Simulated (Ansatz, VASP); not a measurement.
## Mo in VASP and in Ansatz

The input INCAR:

```
SYSTEM = Mo
PREC = Accurate
ENCUT = 520
EDIFF = 1E-6
ISMEAR = 0
SIGMA = 0.15
LREAL = .FALSE.
LASPH = .TRUE.
NELM = 80
ALGO = Normal
ISIF = 2
LWAVE = .FALSE.
LCHARG = .FALSE.
GGA = CA
NBANDS = 13
```

The input KPOINTS:

```
regular mesh
0
G
  20 20 20
  0 0 0
```

The input POSCAR:

```
Mo
1.0
    0.0000000000      2.0754500000      2.0754500000
    2.0754500000      0.0000000000      2.0754500000
    2.0754500000      2.0754500000      0.0000000000
Mo
1
Direct
    0.0000000000      0.0000000000      0.0000000000
```

Input for Ansatz:

```yaml
crystal:
  lattice:
    - [0.0, 2.07545, 2.07545]
    - [2.07545, 0.0, 2.07545]
    - [2.07545, 2.07545, 0.0]
  atoms:
    - { symbol: Mo, position: [0.0, 0.0, 0.0] }
basis:
  ecutwfc: 420
kpoints:
  mp_grid: { grid: [20, 20, 20] }
hamiltonian:
  xc: lda
scf:
  occupations: { method: gaussian, width: 0.15 }
output:
  forces: true
  stress: true
  eigenvalues: true
```

Change from the starting cell: strain +0.030 along x and y, +0.030 along z, atoms carried along.

Alike in both runs: task single point; functional LDA; k mesh 20 × 20 × 20; occupations gaussian, width 0.15 eV; no spin polarisation.

|  | VASP | Ansatz |
| --- | --- | --- |
| version | VASP 6.6.1 | Ansatz 0.2.0 |
| potentials or method | VASP PAW LDA potentials, release 64 (Mo_sv), cutoff 520 eV | scalar-relativistic, plane waves, PAW |
| valence electrons in the cell | 14 | 14 |

Ansatz gave:

* gap on the k mesh at the Fermi level (eV): none
* pressure (GPa): -30.8

Problem. Estimate VASP's values.

Solution. gap on the k mesh at the Fermi level (eV): none; pressure (GPa): -30.1.

LDA's correlation is that of Perdew and Zunger in VASP and of Perdew and Wang (1992) in Ansatz. A gap of «none» marks a metal or a gap that the smearing closes. Both programs put the cell under strong tension, so it lies far from rest at this level.

Noted on VASP's run: the cell as given lies far from equilibrium.
